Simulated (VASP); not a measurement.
# Zr4B (P6/mmm) in VASP: a series of runs

Zr4B is run at these levels: PBE; tasks: single point.

Program: VASP 6.6.1. These are calculated values, not measurements. Logs are shortened: lines on timing, memory, paths and dates and some standing lists are left out, and cuts for length are marked.

## (1) The cell of the first run

The structure is hexagonal, space group P6/mmm (No. 191). Conventional cell: a = 3.664 Å, b = 3.664 Å, c = 6.571 Å, α = 90.00°, β = 90.00°, γ = 120.00°. Within 2.8 Å of Zr (site symmetry 6mm) lie 1 B at 2.13 Å and 7 Zr at 2.31 to 2.41 Å. Zr (site symmetry -6m2) has 9 Zr at 2.12 to 2.41 Å within 2.8 Å. Within 2.8 Å of B (site symmetry 6/mmm) lie 2 Zr at 2.13 Å.

## (2) Single point, PBE

The input, INCAR:

```
PREC = Accurate
ENCUT = 520
EDIFF = 1E-7
ISMEAR = 0
SIGMA = 0.1
LREAL = F
LASPH = T
NELM = 80
ALGO = Normal
ISIF = 2
LWAVE = F
LCHARG = F
GGA = PE
NBANDS = 34
```

The input, KPOINTS:

```
Automatic mesh
0
Gamma
  6 6 4
```

The input, POSCAR:

```
Zr4B
1.0
    3.6640889200      0.0000000000      0.0000000000
   -1.8320444600      3.1731940800      0.0000000000
    0.0000000000      0.0000000000      6.5712477200
Zr B
4 1
Direct
    0.0000000000      0.0000000000      0.8244210100
    0.0000000000      0.0000000000      0.1755789900
    0.3333333300      0.6666666700      0.0000000000
    0.6666666700      0.3333333300      0.0000000000
    0.0000000000      0.0000000000      0.5000000000
```

Potentials or basis: VASP PAW PBE potentials, release 64 (Zr_sv, B).

Command:

```bash
> cat potpaw_PBE.64/Zr_sv/POTCAR potpaw_PBE.64/B/POTCAR > POTCAR
> mpirun -np 1 vasp_std > vasp.out
```

OUTCAR:

```text
PREC = Accurate
   ENCUT = 520
   EDIFF = 1E-7
   ISMEAR = 0
   LREAL = F
   LASPH = T
   NELM = 80
   ISIF = 2
   GGA = PE

 ion  position               nearest neighbor table
   1  0.000  0.000  0.824-   5 2.13   2 2.31   4 2.41   3 2.41   3 2.41   4 2.41   4 2.41   3 2.41

   2  0.000  0.000  0.176-   5 2.13   1 2.31   4 2.41   3 2.41   3 2.41   4 2.41   4 2.41   3 2.41

   3  0.333  0.667  0.000-   4 2.12   4 2.12   4 2.12   1 2.41   2 2.41   2 2.41   1 2.41   2 2.41
                             1 2.41
   4  0.667  0.333  0.000-   3 2.12   3 2.12   3 2.12   1 2.41   2 2.41   1 2.41   2 2.41   1 2.41
                             2 2.41
   5  0.000  0.000  0.500-   1 2.13   2 2.13

  LATTYP: Found a hexagonal cell.
 ALAT       =     3.6640889200
 C/A-ratio  =     1.7934192820

  Lattice vectors:

 A1 = (   3.6640889200,   0.0000000000,   0.0000000000)
 A2 = (  -1.8320444600,   3.1731940800,   0.0000000000)
 A3 = (   0.0000000000,   0.0000000000,   6.5712477200)

Analysis of symmetry for initial positions (statically):
=====================================================================
 Subroutine PRICEL returns:
 Original cell was already a primitive cell.

 Routine SETGRP: Setting up the symmetry group for a
 hexagonal supercell.

 Subroutine GETGRP returns: Found 24 space group operations
 (whereof 24 operations were pure point group operations)
 out of a pool of 24 trial point group operations.

The static configuration has the point symmetry D_6h.

Analysis of symmetry for dynamics (positions and initial velocities):
=====================================================================
 Subroutine PRICEL returns:
 Original cell was already a primitive cell.

 Routine SETGRP: Setting up the symmetry group for a
 hexagonal supercell.

 Subroutine GETGRP returns: Found 24 space group operations
 (whereof 24 operations were pure point group operations)
 out of a pool of 24 trial point group operations.

The dynamic configuration has the point symmetry D_6h.

 Subroutine INISYM returns: Found 24 space group operations
 (whereof 24 operations are pure point group operations),
 and found     1 'primitive' translations

----------------------------------------------------------------------------------------

[... 93 lines left out ...]
   NELM   =     80;   NELMIN=  2; NELMDL= -5     # of ELM steps
   EDIFF  = 0.1E-06   stopping-criterion for ELM
   LREAL  =      F    real-space projection
   EDIFFG = 0.1E-05   stopping-criterion for IOM
   NSW    =      0    number of steps for IOM
   IBRION =     -1    ionic relax: 0-MD 1-quasi-New 2-CG
   NFREE  =      0    steps in history (QN), initial steepest desc. (CG)
   ISIF   =      2    stress and relaxation
   ISYM   =      2    0-nonsym 1-usesym 2-fastsym
   POTIM  = 0.5000    time-step for ionic-motion
   TEBEG  =    0.0;   TEEND  =   0.0 temperature during run
   PSTRESS=    0.0 pullay stress
   NELECT =      51.0000    total number of electrons
   NUPDOWN=      -1.0000    fix difference up-down
   EMIN   =  10.00;   EMAX   =-10.00  energy-range for DOS
   EFERMI =   0.00;   METHOD = LEGACY
   ISMEAR =     0;   SIGMA  =   0.10  broadening in eV -4-tet -1-fermi 0-gaus
   EFERMI_NEDOS =   21; number of points for ismear=-14 and -15
   IALGO  =     38    algorithm
   IMIX   =      4    mixing-type and parameters
     AMIX     =   0.40;   BMIX     =  1.00
     AMIX_MAG =   1.60;   BMIX_MAG =  1.00
  volume/ion in A,a.u.               =      15.28       103.12
  Fermi-wavevector in a.u.,A,eV,Ry     =   1.430742  2.703711 27.851443  2.047023
  Thomas-Fermi vector in A             =   2.550554
   LORBIT       =      0    0 simple, 1 ext, 2 COOP (PROOUT), +10 PAW based schemes
   GGA     = PE    functional components
   LHFCALC =     F    Hartree Fock is set to
   AEXX    =    0.0000 exact exchange contribution
   IVDW    =     0    specifies the selected vdW correction
   LEPSILON=     F    determine dielectric tensor
   LRPA    =     F    only Hartree local field effects (RPA)
 non-spin polarized calculation
 Gauss-broadening in eV      SIGMA  =   0.10
  energy-cutoff  :      520.00
  volume of cell :       76.40
 maximum number of plane-waves:      2074
 NGX is ok and might be reduce to    28
   NGX = 13   NGY = 13   NGZ = 25

 number of electron      51.0000000 magnetization

 Free energy of the ion-electron system (eV)
  ---------------------------------------------------
  ext. energy  EPLUGINS =         0.00000000
  ---------------------------------------------------
  free energy    TOTEN  =       -11.62889196 eV

  energy without entropy =      -11.61168135  energy(sigma->0) =      -11.62028666

 E-fermi :  11.0720     XC(G=0): -11.7303

 val. band max:       11.0543124057   @ k =   0.1667   0.1667   0.0000
 cond. band min:      11.0878925847   @ k =   0.3333   0.0000   0.0000
 fundamental gap:      0.0335801790
 Fermi energy:        11.0719759572

 k-point     1 :       0.0000    0.0000    0.0000
  band No.  band energies     occupation
      1     -40.2886      2.00000
      2     -37.1507      2.00000
      3     -37.0115      2.00000
      4     -35.5182      2.00000
      5     -19.7885      2.00000
      6     -19.7885      2.00000
[... 766 lines left out ...]
     33      14.6336      0.00000
     34      17.2409      0.00000

------------------------ aborting loop because EDIFF is reached ----------------------------------------

  FORCE on cell =-STRESS in cart. coord.  units (eV):
  Direction    XX          YY          ZZ          XY          YZ          ZX
  --------------------------------------------------------------------------------------
  -------------------------------------------------------------------------------------
  Total       75.0347912     75.0347909     49.3494490      0.0000000      0.0000000      0.0000000
  in kB     1573.4856325   1573.4856261   1034.8619322      0.0000000      0.0000000      0.0000000
  external PRESSURE =    1393.9443970 kB  Pullay stress =       0.0000000 kB

 VOLUME and BASIS-vectors are now :
 -----------------------------------------------------------------------------
  energy-cutoff  :      520.00
  volume of cell :       76.40
      direct lattice vectors                 reciprocal lattice vectors
     3.664088920  0.000000000  0.000000000     0.272919141  0.157569940  0.000000000
    -1.832044460  3.173194080  0.000000000     0.000000000  0.315139879  0.000000000
     0.000000000  0.000000000  6.571247720     0.000000000  0.000000000  0.152178101

 POSITION                                       TOTAL-FORCE (eV/Angst)
 -----------------------------------------------------------------------------------
      0.00000      0.00000      5.41747        -0.000000     -0.000000    -15.379099
      0.00000      0.00000      1.15377        -0.000000      0.000000     15.379099
     -0.00000      2.11546      0.00000         0.000000      0.000000      0.000000
      1.83204      1.05773      0.00000        -0.000000     -0.000000      0.000000
      0.00000      0.00000      3.28562        -0.000000      0.000000      0.000000
 -----------------------------------------------------------------------------------
    total drift:                                0.000000      0.000000     -0.000000

  FREE ENERGIE OF THE ION-ELECTRON SYSTEM (eV)
  ---------------------------------------------------
  free  energy   TOTEN  =       -11.6288919619 eV

  energy  without entropy=      -11.6116813484  energy(sigma->0) =      -11.62028666
```

stdout:

```text
POSCAR found type information on POSCAR ZrB
 POSCAR found :  2 types and       5 ions
 scaLAPACK will be used
 LDA part: xc-table for (Slater+PW92), standard interpolation
 POSCAR, INCAR and KPOINTS ok, starting setup
 FFT: planning ... GRIDC
 FFT: planning ... GRID_SOFT
 FFT: planning ... GRID
 WAVECAR not read
 entering main loop
```

It took 39 s on 1 thread of Intel Xeon 6975P-C (Granite Rapids), shared host; peak memory 0.2 GiB.

Results:

| Quantity | Value |
| --- | --- |
| Free energy | -11.6289 eV |
| Pressure | 139.4 GPa |
| Largest force | 15.379 eV/Å |

Forces on the atoms (eV/Å):
```
Zr    0.000   0.000 -15.379
Zr    0.000   0.000  15.379
Zr    0.000   0.000   0.000
Zr    0.000   0.000   0.000
B     0.000   0.000   0.000
```

Levels at points of the mesh, in eV from the Fermi level:
```
           k point  band 23  band 24  band 25  band 26  band 27  band 28
(0.00, 0.00, 0.00)    -0.89     0.52     0.54     0.68     0.68     2.18
(0.50, 0.00, 0.00)    -2.05     0.06     0.18     0.23     0.38     0.92
(0.00, 0.00, 0.50)    -2.78     0.06     0.73     0.73     0.77     0.77
(0.50, 0.00, 0.50)    -2.68    -2.29    -1.78     0.22     0.38     0.66
```

Caveat: forces of over 1 eV/Å act on the atoms, so gaps and moduli don't describe the material at rest.

## (3) Single point, PBE

This run uses another cell than the first one, of 31.98 Å³/atom, 2.093 times its volume.

The input, INCAR:

```
SYSTEM = Zr4B
PREC     = Accurate       ! precision mode
ENCUT    = 520            ! plane-wave cutoff, eV
EDIFF    = 1E-7           ! SCF threshold, eV
ISMEAR   = 0              ! smearing method
SIGMA    = 0.1            ! smearing width, eV
LREAL    = .FALSE.        ! projectors in reciprocal space
LASPH    = .TRUE.         ! aspherical terms in the spheres
NELM     = 100            ! most SCF steps
ALGO     = Fast           ! electronic algorithm
ISIF     = 2              ! what is computed and relaxed
LWAVE    = .FALSE.        ! write WAVECAR
LCHARG   = .TRUE.         ! write CHGCAR
GGA      = PE             ! functional
LELF     = .TRUE.         ! ELF
LVHAR    = .TRUE.       
NBANDS   = 34             ! bands
```

The input, KPOINTS:

```
Automatic mesh
0
G
  6 6 4
  0 0 0
```

The input, POSCAR:

```
Zr4B
1.0
    4.8827964268      0.0000000000      0.0000000000
   -2.4413982134      4.2286257471      0.0000000000
    0.0000000000      0.0000000000      7.7438613799
Zr B
4 1
Direct
    0.0000000000      0.0000000000      0.8077673449
    0.0000000000      0.0000000000      0.1922326551
    0.3333333333      0.6666666667      0.0000000000
    0.6666666667      0.3333333333      0.0000000000
    0.0000000000      0.0000000000      0.5000000000
```

Potentials or basis: VASP PAW PBE potentials, release 64 (Zr_sv, B).

Command:

```bash
> cat potpaw_PBE.64/Zr_sv/POTCAR potpaw_PBE.64/B/POTCAR > POTCAR
> mpirun -np 1 vasp_std > vasp.out
```

OUTCAR:

```text
SYSTEM = Zr4B
   PREC = Accurate
   ENCUT = 520
   EDIFF = 1E-7
   ISMEAR = 0
   LREAL = .FALSE.
   LASPH = .TRUE.
   NELM = 100
   ISIF = 2
   GGA = PE

 ion  position               nearest neighbor table
   1  0.000  0.000  0.808-   5 2.38   2 2.98   4 3.19   3 3.19   3 3.19   4 3.19   4 3.19   3 3.19

   2  0.000  0.000  0.192-   5 2.38   1 2.98   4 3.19   3 3.19   3 3.19   4 3.19   4 3.19   3 3.19

   3  0.333  0.667  0.000-   4 2.82   4 2.82   4 2.82   1 3.19   2 3.19   2 3.19   1 3.19   2 3.19
                             1 3.19
   4  0.667  0.333  0.000-   3 2.82   3 2.82   3 2.82   1 3.19   2 3.19   1 3.19   2 3.19   1 3.19
                             2 3.19
   5  0.000  0.000  0.500-   1 2.38   2 2.38
[... 977 lines left out ...]
  -------------------------------------------------------------------------------------
  Total       -0.0455167     -0.0455167     -0.0557367      0.0000000      0.0000000     -0.0000000
  in kB       -0.4560958     -0.4560958     -0.5585038      0.0000000      0.0000000     -0.0000000
  external PRESSURE =      -0.4902318 kB  Pullay stress =       0.0000000 kB

 VOLUME and BASIS-vectors are now :
 -----------------------------------------------------------------------------
  energy-cutoff  :      520.00
  volume of cell :      159.89
      direct lattice vectors                 reciprocal lattice vectors
     4.882796427  0.000000000  0.000000000     0.204800674  0.118241724  0.000000000
    -2.441398213  4.228625747  0.000000000     0.000000000  0.236483449  0.000000000
     0.000000000  0.000000000  7.743861380     0.000000000  0.000000000  0.129134543

 POSITION                                       TOTAL-FORCE (eV/Angst)
 -----------------------------------------------------------------------------------
      0.00000      0.00000      6.25524         0.000000     -0.000000      0.031015
      0.00000      0.00000      1.48862         0.000000      0.000000     -0.031015
     -0.00000      2.81908      0.00000        -0.000000      0.000000      0.000000
      2.44140      1.40954      0.00000         0.000000     -0.000000      0.000000
      0.00000      0.00000      3.87193         0.000000      0.000000      0.000000
 -----------------------------------------------------------------------------------
    total drift:                                0.000000      0.000000      0.000000

  FREE ENERGIE OF THE ION-ELECTRON SYSTEM (eV)
  ---------------------------------------------------
  free  energy   TOTEN  =       -34.2719462540 eV

  energy  without entropy=      -34.2484717944  energy(sigma->0) =      -34.26020902
```

Wall time 2.5 min (1 thread of Intel Xeon 6975P-C (Granite Rapids), shared host); peak memory 0.31 GiB.

What came out:

```yaml
Free_energy: -34.2719 eV
Pressure: 0.0 GPa
Largest_force: 0.031 eV/Å
```

Forces on the atoms (eV/Å):
```
Zr   0.000  0.000  0.031
Zr   0.000  0.000 -0.031
Zr   0.000  0.000  0.000
Zr   0.000  0.000  0.000
B    0.000  0.000  0.000
```

Levels at points of the mesh, in eV from the Fermi level:
```
           k point  band 22  band 23  band 24  band 25  band 26  band 27  band 28  band 29
(0.00, 0.00, 0.00)    -1.35    -1.33    -1.32    -0.28     0.22     0.22     1.00     1.00
(0.50, 0.00, 0.00)    -1.44    -1.13    -0.64    -0.45     0.45     0.56     0.63     0.65
(0.00, 0.00, 0.50)    -1.36    -1.36    -1.01    -0.53     0.24     0.24     0.47     0.47
(0.50, 0.00, 0.50)    -1.31    -0.76    -0.64    -0.59    -0.08     0.29     0.56     0.95
```
